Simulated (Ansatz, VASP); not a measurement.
TiO2 in VASP and in Ansatz

Contents of POSCAR:

```
TiO2
1.0
    0.0000000000      2.2741097023      2.3968272579
    2.2741097023      0.0000000000      2.3968272579
    2.2741097023      2.2741097023      0.0000000000
Ti O
1 2
Direct
    0.0000000000      0.0000000000      0.0000000000
    0.2500000000      0.2500000000      0.2500000000
    0.7500000000      0.7500000000      0.7500000000
```

The input INCAR.step1:

```
SYSTEM = TiO2
PREC = Accurate
ENCUT = 520
ISMEAR = 0
SIGMA = 0.01
LREAL = .FALSE.
LASPH = .TRUE.
NELM = 100
NBANDS = 19
GGA = PE
ALGO = Normal
EDIFF = 1E-4
LWAVE = .TRUE.
LCHARG = .FALSE.
```

Contents of INCAR.step2:

```
SYSTEM = TiO2
PREC = Accurate
ENCUT = 520
EDIFF = 1E-6
ISMEAR = 0
SIGMA = 0.01
LREAL = .FALSE.
LASPH = .TRUE.
NELM = 100
ALGO = Normal
ISIF = 2
LWAVE = .FALSE.
LCHARG = .FALSE.
METAGGA = R2SCAN
LMIXTAU = .TRUE.
NBANDS = 19
ISTART = 1
```

KPOINTS

```
Automatic mesh
0
G
  10 10 10
  0 0 0
```

Input for Ansatz:

```yaml
crystal:
  lattice:
    - [0.0, 2.2741097023, 2.3968272579]
    - [2.2741097023, 0.0, 2.3968272579]
    - [2.2741097023, 2.2741097023, 0.0]
  atoms:
    - { symbol: Ti, position: [0.0, 0.0, 0.0] }
    - { symbol: O, position: [0.25, 0.25, 0.25] }
    - { symbol: O, position: [0.75, 0.75, 0.75] }
kpoints:
  mp_grid: { grid: [10, 10, 10] }
  band_path:
    path:
      - [0.0, 0.0, 0.0]
      - [0.5, 0.0, 0.5]
      - [0.625, 0.25, 0.625]
      - [0.375, 0.375, 0.75]
      - [0.5, 0.5, 0.5]
      - [0.5, 0.25, 0.75]
    npoints: 1
hamiltonian:
  xc: r2scan
scf:
  occupations: { method: fixed }
  n_extra_bands: 4
output:
  forces: true
  stress: true
  eigenvalues: true
```

Change from the starting cell: biaxial_xy strain -5.1%.

Alike in both runs: task single point; functional r2SCAN; k mesh 10 × 10 × 10; no spin polarisation.

|  | VASP | Ansatz |
| --- | --- | --- |
| version | VASP 6.6.1 | Ansatz 0.2.0 |
| potentials or method | VASP PAW PBE potentials, release 64 (Ti_sv, O) | plane waves, PAW |
| plane-wave cutoff (eV) | 520 | 500 |
| occupations | gaussian, width 0.01 eV | fixed |
| valence electrons in the cell | 24 | 24 |

Ansatz gave:

| Property | Result |
| --- | --- |
| gap on the k mesh at the Fermi level (eV) | 1.16 |
| pressure (GPa) | 36.6 |
| traceless stress, the component that is largest in VASP (GPa) | -24.00 |

Question: What did VASP give for the same quantities?

Answer: gap on the k mesh at the Fermi level (eV): 1.20; pressure (GPa): 38.8; traceless stress, the component that is largest in VASP (GPa): -23.85.

VASP's potentials were made for PBE, not for r2SCAN. Both programs put the cell under a high pressure, so it lies far from rest at this level.
